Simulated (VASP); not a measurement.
A run of VASP 6.6.1 is set up as follows.

Contents of INCAR:

```
SYSTEM = HfO3
  ALGO = Normal
  EDIFF = 1E-6
  ENCUT = 520
  GGA = PE
  ISIF = 2
  ISMEAR = 0
  LASPH = .TRUE.
  LCHARG = .FALSE.
  LREAL = .FALSE.
  LWAVE = .FALSE.
  NBANDS = 22
  NELM = 100
  PREC = Accurate
  SIGMA = 0.1
```

The input KPOINTS:

```
k-points
0
G
  6 6 4
  0 0 0
```

The input POSCAR:

```
HfO3
1.0
    3.2723071062      0.0000000000      0.0000000000
    0.0000000000      3.2723071062      0.0000000000
    0.0000000000      0.0000000000      4.0654417294
Hf O
1 3
Direct
    0.0000000000      0.0000000000      0.0000000000
    0.5000000000      0.5000000000      0.8135788539
    0.0000000000      0.0000000000      0.5000000000
    0.5000000000      0.5000000000      0.1864211461
```

Potentials or basis: VASP PAW PBE potentials, release 64 (Hf_pv, O).

Run with:

```console
$ cat potpaw_PBE.64/Hf_pv/POTCAR potpaw_PBE.64/O/POTCAR > POTCAR
$ mpirun -np 1 vasp_std > vasp.out
```

(1) Predict the largest force.

(2) Estimate the pressure.

(3) What does it give for the band gap on the k mesh?

Answers

(1) 0.175 eV/Å.

(2) -1.7 GPa.

(3) zero (bands 14 and 15 overlap by 0.51 eV).

Caveat: the k points lie up to 0.39 Å⁻¹ apart, too coarse for converged energies and pressures of a metal; spin-orbit coupling is left out, which moves the levels of the heavy elements.
